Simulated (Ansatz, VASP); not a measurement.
# Zn2CdSe3 in VASP and in Ansatz

Contents of INCAR:

```
SYSTEM = Zn2CdSe3
ALGO = Normal
EDIFF = 1E-6
ENCUT = 520
GGA = PE
ISIF = 2
ISMEAR = 0
LASPH = .True.
LCHARG = .False.
LREAL = .False.
LWAVE = .False.
NBANDS = 66
NELM = 80
PREC = Accurate
SIGMA = 0.1
```

Contents of KPOINTS:

```
k-points
0
Gamma
  6 6 1
  0 0 0
```

File POSCAR:

```
Zn2CdSe3
1.0
    4.1477626407      0.0000000000      0.0000000000
   -2.0738813204      3.5920678157      0.0000000000
    0.0000000000      0.0000000000     20.5821047637
Zn Cd Se
4 2 6
Direct
    0.0000000000      0.0000000000      0.1553878136
    0.0000000000      0.0000000000      0.8371782461
    0.6666666667      0.3333333333      0.6779200308
    0.6666666667      0.3333333333      0.9964768455
    0.0000000000      0.0000000000      0.5098128595
    0.6666666667      0.3333333333      0.3280476317
    0.0000000000      0.0000000000      0.2758422353
    0.0000000000      0.0000000000      0.6395485861
    0.0000000000      0.0000000000      0.9580879141
    0.6666666667      0.3333333333      0.1173816410
    0.6666666667      0.3333333333      0.4571899369
    0.6666666667      0.3333333333      0.7988482596
```

Input for Ansatz:

```yaml
crystal:
  lattice:
    - [4.1477626407, 0.0, 0.0]
    - [-2.0738813204, 3.5920678157, 0.0]
    - [0.0, 0.0, 20.5821047637]
  atoms:
    - { symbol: Zn, position: [0.0, 0.0, 0.1553878136] }
    - { symbol: Zn, position: [0.0, 0.0, 0.8371782461] }
    - { symbol: Zn, position: [0.6666666667, 0.3333333333, 0.6779200308] }
    - { symbol: Zn, position: [0.6666666667, 0.3333333333, 0.9964768455] }
    - { symbol: Cd, position: [0.0, 0.0, 0.5098128595] }
    - { symbol: Cd, position: [0.6666666667, 0.3333333333, 0.3280476317] }
    - { symbol: Se, position: [0.0, 0.0, 0.2758422353] }
    - { symbol: Se, position: [0.0, 0.0, 0.6395485861] }
    - { symbol: Se, position: [0.0, 0.0, 0.9580879141] }
    - { symbol: Se, position: [0.6666666667, 0.3333333333, 0.117381641] }
    - { symbol: Se, position: [0.6666666667, 0.3333333333, 0.4571899369] }
    - { symbol: Se, position: [0.6666666667, 0.3333333333, 0.7988482596] }
basis:
  ecutwfc: 420
kpoints:
  mp_grid: { grid: [6, 6, 1] }
hamiltonian:
  xc: pbe
scf:
  occupations: { method: gaussian, width: 0.1 }
  lower_state_search: "off"
output:
  forces: true
  stress: true
  eigenvalues: true
```

Alike in both runs: task single point; functional PBE; k mesh 6 × 6 × 1; occupations gaussian, width 0.1 eV; no spin polarisation.

```csv
,VASP,Ansatz
version,VASP 6.6.1,Ansatz 0.2.0
potentials or method,"VASP PAW PBE potentials, release 64 (Zn, Cd, Se), cutoff 520 eV","scalar-relativistic, plane waves, PAW"
valence electrons in the cell,108,184
```

```csv
,VASP,Ansatz,Ansatz less VASP
gap on the k mesh at the Fermi level (eV),0.67,0.67,+0.006
least direct gap on the mesh (eV),0.67,0.67,+0.006
pressure (GPa),0.2,0.0,-0.23
rms of the force components (eV/Å),0.004,0.003,-0.0016
```

Atom by atom the forces differ by 0.004 eV/Å (rms over components). With one functional, cell and mesh, what is left measures potentials, basis and numerics. VASP's potentials hold 108 valence electrons a cell and Ansatz's 184, so a difference there can come from the potentials and not from the codes.
